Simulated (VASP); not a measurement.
BaTiO3:

```
CELL_PARAMETERS angstrom
3.99980 0.00000 0.00000
0.00000 3.99980 0.00000
0.00000 0.00000 4.01800
ATOMIC_POSITIONS crystal
Ba 0.00000 0.00000 0.00000
Ti 0.50000 0.50000 0.49000
O 0.00000 0.50000 0.51700
O 0.50000 0.00000 0.51700
O 0.50000 0.50000 0.01900
```

Base run:

```yaml
Program: VASP 6.6.1
Functional: PBE0
Potentials_or_basis: VASP PAW PBE potentials, release 64 (Ba_sv, Ti_sv, O)
Cutoff: 520 eV
k_mesh: 4 × 4 × 4
Occupations: gaussian, width 0.02 eV
Spin: no spin polarisation
```

Its results: band gap on the k mesh 3.92 eV (least direct gap 4.18 eV); pressure -1.4 GPa; largest force 0.551 eV/Å.

The run is repeated on the same cell with these changes: functional from PBE0 to HSE06. What comes out?

Band gap on the k mesh 3.20 eV (least direct gap 3.46 eV); pressure -1.3 GPa; largest force 0.553 eV/Å.

Caveats: the PAW data sets were made with another functional, which shifts forces and pressure a little; spin-orbit coupling is left out, which moves the levels of the heavy elements.
